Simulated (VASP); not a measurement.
# MgB (Pm-3m) in VASP: a series of runs

The runs below take MgB through single point, with PBE-based global hybrid.

Program: VASP 6.6.1. These are calculated values, not measurements. Logs are shortened: lines on timing, memory, paths and dates and some standing lists are left out, and cuts for length are marked.

## Step 1: The cell of the first run

It takes space group Pm-3m (No. 221, cubic). Conventional cell: a = 2.895 Å, b = 2.895 Å, c = 2.895 Å, α = 90.00°, β = 90.00°, γ = 90.00°. Within 3.3 Å of Mg (site symmetry m-3m) lie 8 B at 2.51 Å and 6 Mg at 2.90 Å. B (site symmetry m-3m) has 8 Mg at 2.51 Å and 6 B at 2.90 Å within 3.3 Å.

## Step 2: Single point, PBE-based global hybrid

File POSCAR:

```
MgB
1.0
    2.8951500000      0.0000000000      0.0000000000
    0.0000000000      2.8951500000      0.0000000000
    0.0000000000      0.0000000000      2.8951500000
Mg B
1 1
Direct
    0.0000000000      0.0000000000      0.0000000000
    0.5000000000      0.5000000000      0.5000000000
```

File INCAR.step1:

```
ALGO     = Normal         # electronic algorithm
EDIFF    = 1E-5           # SCF threshold, eV
ENCUT    = 520            # plane-wave cutoff, eV
GGA      = PE             # functional
ISIF     = 2              # what is computed and relaxed
ISMEAR   = -1             # smearing method
LASPH    = True           # aspherical terms in the spheres
LCHARG   = False          # write CHGCAR
LREAL    = False          # projectors in reciprocal space
LWAVE    = True           # write WAVECAR
NBANDS   = 10             # bands
NELM     = 80             # most SCF steps
PREC     = Accurate       # precision mode
SIGMA    = 0.05           # smearing width, eV
```

File INCAR.step2:

```
AEXX     = 0.35           # exact-exchange fraction
ALGO     = Normal         # electronic algorithm
EDIFF    = 1E-6           # SCF threshold, eV
ENCUT    = 520            # plane-wave cutoff, eV
GGA      = PE             # functional
ISIF     = 2              # what is computed and relaxed
ISMEAR   = -1             # smearing method
ISTART   = 1            
LASPH    = True           # aspherical terms in the spheres
LCHARG   = False          # write CHGCAR
LHFCALC  = True           # exact exchange
LREAL    = False          # projectors in reciprocal space
LWAVE    = False          # write WAVECAR
NBANDS   = 10             # bands
NELM     = 80             # most SCF steps
PREC     = Accurate       # precision mode
PRECFOCK = Normal       
SIGMA    = 0.05           # smearing width, eV
```

File KPOINTS:

```
k-points
0
Gamma
  5 5 5
```

Potentials or basis: VASP PAW PBE potentials, release 64 (Mg, B).

Started as:

```console
> cat potpaw_PBE.64/Mg/POTCAR potpaw_PBE.64/B/POTCAR > POTCAR
> cp INCAR.step1 INCAR
> mpirun -np 1 vasp_std > vasp.out
> cp INCAR.step2 INCAR
> mpirun -np 1 vasp_std > vasp.out
```

OUTCAR:

```text
AEXX = 0.35
   EDIFF = 1E-6
   ENCUT = 520
   GGA = PE
   ISIF = 2
   ISMEAR = -1
   ISTART = 1
   LASPH = True
   LHFCALC = True
   LREAL = False
   NELM = 80
   PREC = Accurate
   PRECFOCK = Normal

 ion  position               nearest neighbor table
   1  0.000  0.000  0.000-   2 2.51   2 2.51   2 2.51   2 2.51   2 2.51   2 2.51   2 2.51   2 2.51

   2  0.500  0.500  0.500-   1 2.51   1 2.51   1 2.51   1 2.51   1 2.51   1 2.51   1 2.51   1 2.51

  LATTYP: Found a simple cubic cell.
 ALAT       =     2.8951500000

  Lattice vectors:

 A1 = (   2.8951500000,   0.0000000000,   0.0000000000)
 A2 = (   0.0000000000,   2.8951500000,   0.0000000000)
 A3 = (   0.0000000000,   0.0000000000,   2.8951500000)

Analysis of symmetry for initial positions (statically):
=====================================================================
 Subroutine PRICEL returns:
 Original cell was already a primitive cell.

 Routine SETGRP: Setting up the symmetry group for a
 simple cubic supercell.

 Subroutine GETGRP returns: Found 48 space group operations
 (whereof 48 operations were pure point group operations)
 out of a pool of 48 trial point group operations.

The static configuration has the point symmetry O_h .

Analysis of symmetry for dynamics (positions and initial velocities):
=====================================================================
 Subroutine PRICEL returns:
 Original cell was already a primitive cell.

 Routine SETGRP: Setting up the symmetry group for a
 simple cubic supercell.

 Subroutine GETGRP returns: Found 48 space group operations
 (whereof 48 operations were pure point group operations)
 out of a pool of 48 trial point group operations.

The dynamic configuration has the point symmetry O_h .

 Subroutine INISYM returns: Found 48 space group operations
 (whereof 48 operations are pure point group operations),
 and found     1 'primitive' translations

----------------------------------------------------------------------------------------

                                     Primitive cell

  volume of cell :      24.2668

  direct lattice vectors                    reciprocal lattice vectors
     2.895150000  0.000000000  0.000000000     0.345405247  0.000000000  0.000000000
     0.000000000  2.895150000  0.000000000     0.000000000  0.345405247  0.000000000
     0.000000000  0.000000000  2.895150000     0.000000000  0.000000000  0.345405247

  length of vectors
     2.895150000  2.895150000  2.895150000     0.345405247  0.345405247  0.345405247

  position of ions in fractional coordinates (direct lattice)
     0.000000000  0.000000000  0.000000000
     0.500000000  0.500000000  0.500000000

  ion indices of the primitive-cell ions
   primitive index   ion index
                 1           1
                 2           2

----------------------------------------------------------------------------------------

 KPOINTS: k-points

Automatic generation of k-mesh.
 Grid dimensions read from file:
 generate k-points for:    5    5    5

 Generating k-lattice:

  Cartesian coordinates                     Fractional coordinates (reciprocal lattice)
     0.069081049  0.000000000  0.000000000     0.200000000  0.000000000  0.000000000
     0.000000000  0.069081049  0.000000000     0.000000000  0.200000000  0.000000000
     0.000000000  0.000000000  0.069081049     0.000000000  0.000000000  0.200000000

  Length of vectors
     0.069081049  0.069081049  0.069081049

  Shift w.r.t. Gamma in fractional coordinates (k-lattice)
     0.000000000  0.000000000  0.000000000

 Subroutine IBZKPT returns following result:
 ===========================================

 Found     10 irreducible k-points:

 Following reciprocal coordinates:
            Coordinates               Weight
  0.000000  0.000000  0.000000      1.000000
  0.200000  0.000000  0.000000      6.000000
  0.400000  0.000000  0.000000      6.000000
  0.200000  0.200000  0.000000     12.000000
  0.400000  0.200000  0.000000     24.000000
  0.400000  0.400000  0.000000     12.000000
  0.200000  0.200000  0.200000      8.000000
  0.400000  0.200000  0.200000     24.000000
  0.400000  0.400000  0.200000     24.000000
  0.400000  0.400000  0.400000      8.000000
   k-points           NKPTS =     10   k-points in BZ     NKDIM =    125   number of bands    NBANDS=     10
   number of dos      NEDOS =    301   number of ions     NIONS =      2
   total plane-waves  NPLWV =  13824
   dimension x,y,z NGX =    24 NGY =   24 NGZ =   24
   dimension x,y,z NGXF=    48 NGYF=   48 NGZF=   48
   ions per type =               1   1
   NGX,Y,Z   is equivalent  to a cutoff of  13.78, 13.78, 13.78 a.u.
   NGXF,Y,Z  is equivalent  to a cutoff of  27.56, 27.56, 27.56 a.u.
 SYSTEM =  unknown system
   PREC   = accura    normal or accurate (medium, high low for compatibility)
   ISTART =      1    job   : 0-new  1-cont  2-samecut
   ICHARG =      0    charge: 1-file 2-atom 10-const
   ISPIN  =      1    spin polarized calculation?
   LNONCOLLINEAR =      F non collinear calculations
   LSORBIT =      F    spin-orbit coupling
   LASPH  =      T    aspherical Exc in radial PAW
   ENCUT  =  520.0 eV  38.22 Ry    6.18 a.u.   5.38  5.38  5.38*2*pi/ulx,y,z
   NELM   =     80;   NELMIN=  2; NELMDL=  0     # of ELM steps
   EDIFF  = 0.1E-05   stopping-criterion for ELM
   LREAL  =      F    real-space projection
   EDIFFG = 0.1E-04   stopping-criterion for IOM
   NSW    =      0    number of steps for IOM
   IBRION =     -1    ionic relax: 0-MD 1-quasi-New 2-CG
   NFREE  =      0    steps in history (QN), initial steepest desc. (CG)
   ISIF   =      2    stress and relaxation
   ISYM   =      3    0-nonsym 1-usesym 2-fastsym
   POTIM  = 0.5000    time-step for ionic-motion
   TEBEG  =    0.0;   TEEND  =   0.0 temperature during run
   PSTRESS=    0.0 pullay stress
   NELECT =       5.0000    total number of electrons
   NUPDOWN=      -1.0000    fix difference up-down
   EMIN   =  10.00;   EMAX   =-10.00  energy-range for DOS
   EFERMI =   0.00;   METHOD = LEGACY
   ISMEAR =    -1;   SIGMA  =   0.05  broadening in eV -4-tet -1-fermi 0-gaus
   EFERMI_NEDOS =   21; number of points for ismear=-14 and -15
   IALGO  =     38    algorithm
   IMIX   =      1    mixing-type and parameters
     AMIX     =   0.40;   BMIX     =  1.00
     AMIX_MAG =   1.60;   BMIX_MAG =  1.00
  volume/ion in A,a.u.               =      12.13        81.88
  Fermi-wavevector in a.u.,A,eV,Ry     =   0.966927  1.827227 12.720742  0.934948
  Thomas-Fermi vector in A             =   2.096770
   LORBIT       =      0    0 simple, 1 ext, 2 COOP (PROOUT), +10 PAW based schemes
   GGA     = PE    functional components
   LHFCALC =     T    Hartree Fock is set to
   PRECFOCK=normal    Normal, Fast or Accurate (Low or Medium for compatibility)
   ENCUT4O =  -1.0   cutoff for four orbital integrals eV
   NKREDX  =     1    reduce k-point grid by
   NKREDY  =     1    reduce k-point grid by
   NKREDZ  =     1    reduce k-point grid by
   AEXX    =    0.3500 exact exchange contribution
   HFSCREEN=    0.0000 screening length (either q_TF or 0.3 A-1)
   HFSCREENC=   0.0000 screening length for correlation (either q_TF or 0.3 A-1)
   ENCUTFOCK=  -1.0 apply spherical cutoff to Coloumb kernel
   IVDW    =     0    specifies the selected vdW correction
   LEPSILON=     F    determine dielectric tensor
   LRPA    =     F    only Hartree local field effects (RPA)
 non-spin polarized calculation
  energy-cutoff  :      520.00
  volume of cell :       24.27
 maximum number of plane-waves:       670
 NGX is ok and might be reduce to    24
  NGX = 18; NGY = 18; NGZ = 18

 number of electron       5.0000000 magnetization

 Free energy of the ion-electron system (eV)
  ---------------------------------------------------
  ext. energy  EPLUGINS =         0.00000000
  ---------------------------------------------------
  free energy    TOTEN  =        -7.77780718 eV

  energy without entropy =       -7.77201226  energy(sigma->0) =       -7.77490972

 E-fermi :   4.8178     XC(G=0):  -7.2828

 val. band max:        3.9249372803   @ k =   0.2000   0.2000   0.2000
 cond. band min:       4.8621568294   @ k =   0.2000   0.2000   0.0000
 fundamental gap:      0.9372195491
 Fermi energy:         4.8177916756

 k-point     1 :       0.0000    0.0000    0.0000
  band No.  band energies     occupation
      1      -9.1131      2.00000
      2       8.2269      0.00000
      3       8.2269      0.00000
      4       8.2269      0.00000
      5      12.7526      0.00000
      6      12.7526      0.00000
      7      15.2810      0.00000
      8      25.0883      0.00000
      9      25.0883      0.00000
     10      25.0883      0.00000

 k-point     2 :       0.2000    0.0000    0.0000
  band No.  band energies     occupation
      1      -8.3859      2.00000
      2       3.0500      2.00000
      3       8.6982      0.00000
      4       8.6982      0.00000
      5      13.5583      0.00000
      6      15.0122      0.00000
      7      17.6123      0.00000
      8      22.3535      0.00000
      9      22.3535      0.00000
     10      24.4396      0.00000

 k-point     3 :       0.4000    0.0000    0.0000
  band No.  band energies     occupation
      1      -6.3540      2.00000
      2      -1.8349      2.00000
      3       9.6393      0.00000
      4       9.6393      0.00000
      5      15.8758      0.00000
      6      16.4906      0.00000
      7      18.7612      0.00000
      8      19.3346      0.00000
      9      19.3346      0.00000
     10      19.8310      0.00000

 k-point     4 :       0.2000    0.2000    0.0000
  band No.  band energies     occupation
      1      -7.6672      2.00000
      2       3.2393      2.00000
      3       4.8622      0.58333
      4       9.1524      0.00000
      5      14.7947      0.00000
      6      16.3282      0.00000
      7      17.9298      0.00000
      8      20.6835      0.00000
      9      22.2884      0.00000
     10      23.9119      0.00000

 k-point     5 :       0.4000    0.2000    0.0000
  band No.  band energies     occupation
      1      -5.6630      2.00000
      2      -1.1276      2.00000
      3       6.1991      0.00000
      4      10.0884      0.00000
      5      12.9476      0.00000
      6      16.9216      0.00000
      7      18.8692      0.00000
      8      19.7839      0.00000
      9      21.1400      0.00000
     10      24.2849      0.00000

 k-point     6 :       0.4000    0.4000    0.0000
  band No.  band energies     occupation
      1      -3.7229      2.00000
      2       0.2874      2.00000
      3       1.0115      2.00000
      4       8.7619      0.00000
      5      11.0014      0.00000
      6      18.3660      0.00000
      7      19.6064      0.00000
      8      20.7604      0.00000
      9      21.0774      0.00000
     10      21.8761      0.00000

 k-point     7 :       0.2000    0.2000    0.2000
  band No.  band energies     occupation
      1      -6.9573      2.00000
      2       3.9249      2.00000
      3       3.9249      2.00000
      4       6.3129      0.00000
      5      16.4444      0.00000
      6      16.4444      0.00000
      7      16.4856      0.00000
      8      21.4201      0.00000
      9      21.4478      0.00000
     10      21.4478      0.00000

 k-point     8 :       0.4000    0.2000    0.2000
  band No.  band energies     occupation
      1      -4.9815      2.00000
      2      -0.4547      2.00000
      3       6.2697      0.00000
      4       7.3061      0.00000
      5      13.2572      0.00000
      6      13.7969      0.00000
      7      17.4974      0.00000
      8      22.4309      0.00000
      9      22.4516      0.00000
     10      23.9203      0.00000

 k-point     9 :       0.4000    0.4000    0.2000
  band No.  band energies     occupation
      1      -3.0684      2.00000
      2       0.8997      2.00000
      3       1.5980      2.00000
      4       8.1839      0.00000
      5       9.3676      0.00000
      6      14.6954      0.00000
      7      14.7242      0.00000
      8      21.6294      0.00000
      9      23.4990      0.00000
     10      25.5402      0.00000

 k-point    10 :       0.4000    0.4000    0.4000
  band No.  band energies     occupation
      1      -1.2148      2.00000
      2       2.3383      2.00000
      3       2.3383      2.00000
      4       3.8012      2.00000
      5      10.6701      0.00000
      6      10.6701      0.00000
      7      10.7935      0.00000
      8      18.2824      0.00000
      9      27.2690      0.00000
     10      27.6508      0.00000

------------------------ aborting loop because EDIFF is reached ----------------------------------------

  FORCE on cell =-STRESS in cart. coord.  units (eV):
  Direction    XX          YY          ZZ          XY          YZ          ZX
  --------------------------------------------------------------------------------------
  -------------------------------------------------------------------------------------
  Total       -0.2772168     -0.2772168     -0.2772168     -0.0000000     -0.0000000      0.0000000
  in kB      -18.3027746    -18.3027746    -18.3027746     -0.0000000     -0.0000000      0.0000000
  external PRESSURE =     -18.3027746 kB  Pullay stress =       0.0000000 kB

 VOLUME and BASIS-vectors are now :
 -----------------------------------------------------------------------------
  energy-cutoff  :      520.00
  volume of cell :       24.27
      direct lattice vectors                 reciprocal lattice vectors
     2.895150000  0.000000000  0.000000000     0.345405247  0.000000000  0.000000000
     0.000000000  2.895150000  0.000000000     0.000000000  0.345405247  0.000000000
     0.000000000  0.000000000  2.895150000     0.000000000  0.000000000  0.345405247

 POSITION                                       TOTAL-FORCE (eV/Angst)
 -----------------------------------------------------------------------------------
      0.00000      0.00000      0.00000         0.000000      0.000000      0.000000
      1.44758      1.44758      1.44758         0.000000      0.000000      0.000000
 -----------------------------------------------------------------------------------
    total drift:                                0.000000     -0.000000      0.000000

  FREE ENERGIE OF THE ION-ELECTRON SYSTEM (eV)
  ---------------------------------------------------
  free  energy   TOTEN  =        -7.7778071778 eV

  energy  without entropy=       -7.7720122556  energy(sigma->0) =       -7.77490972
```

Wall time 2.6 min (1 thread of Intel Xeon 8259CL, shared host); peak memory 0.15 GiB.

Results:

- Free energy: -7.7778 eV
- Pressure: -1.8 GPa

Caveat: the k points lie up to 0.43 Å⁻¹ apart; the PAW data sets were made with another functional, which shifts forces and pressure a little.

## Step 3: Single point, PBE-based global hybrid

POSCAR is that of step 2.

File INCAR.step1:

```
SYSTEM = MgB
PREC     = Accurate       ! precision mode
ENCUT    = 520            ! plane-wave cutoff, eV
EDIFF    = 1E-5           ! SCF threshold, eV
ISMEAR   = -1             ! smearing method
SIGMA    = 0.05           ! smearing width, eV
LREAL    = .FALSE.        ! projectors in reciprocal space
LASPH    = .TRUE.         ! aspherical terms in the spheres
NELM     = 100            ! most SCF steps
ALGO     = Normal         ! electronic algorithm
ISIF     = 2              ! what is computed and relaxed
LWAVE    = .TRUE.         ! write WAVECAR
LCHARG   = .FALSE.        ! write CHGCAR
NBANDS   = 10             ! bands
GGA      = PE             ! functional
```

File INCAR.step2:

```
SYSTEM = MgB
PREC     = Accurate       ! precision mode
ENCUT    = 520            ! plane-wave cutoff, eV
EDIFF    = 1E-6           ! SCF threshold, eV
ISMEAR   = -1             ! smearing method
SIGMA    = 0.05           ! smearing width, eV
LREAL    = .FALSE.        ! projectors in reciprocal space
LASPH    = .TRUE.         ! aspherical terms in the spheres
NELM     = 100            ! most SCF steps
ALGO     = Normal         ! electronic algorithm
ISIF     = 2              ! what is computed and relaxed
LWAVE    = .FALSE.        ! write WAVECAR
LCHARG   = .FALSE.        ! write CHGCAR
GGA      = PE             ! functional
LHFCALC  = .TRUE.         ! exact exchange
AEXX     = 0.5            ! exact-exchange fraction
PRECFOCK = Normal       
NBANDS   = 10             ! bands
ISTART   = 1
```

File KPOINTS:

```
regular mesh
0
G
  5 5 5
  0 0 0
```

Potentials or basis: VASP PAW PBE potentials, release 64 (Mg, B).

Started as:

```console
> cat potpaw_PBE.64/Mg/POTCAR potpaw_PBE.64/B/POTCAR > POTCAR
> cp INCAR.step1 INCAR
> mpirun -np 1 vasp_std > vasp.out
> cp INCAR.step2 INCAR
> mpirun -np 1 vasp_std > vasp.out
```

It took 3.3 min on 1 thread of Intel Xeon 8259CL, shared host; peak memory 0.15 GiB.

It converged, with:

```yaml
Free_energy: -8.3356 eV
Pressure: -2.7 GPa
```

Levels at points of the mesh, in eV from the Fermi level:
```tsv
k point	band 1	band 2	band 3	band 4	band 5
(0.00, 0.00, 0.00)	-15.30	3.79	3.79	3.79	8.30
```

Caveat: the k points lie up to 0.43 Å⁻¹ apart; the PAW data sets were made with another functional, which shifts forces and pressure a little.
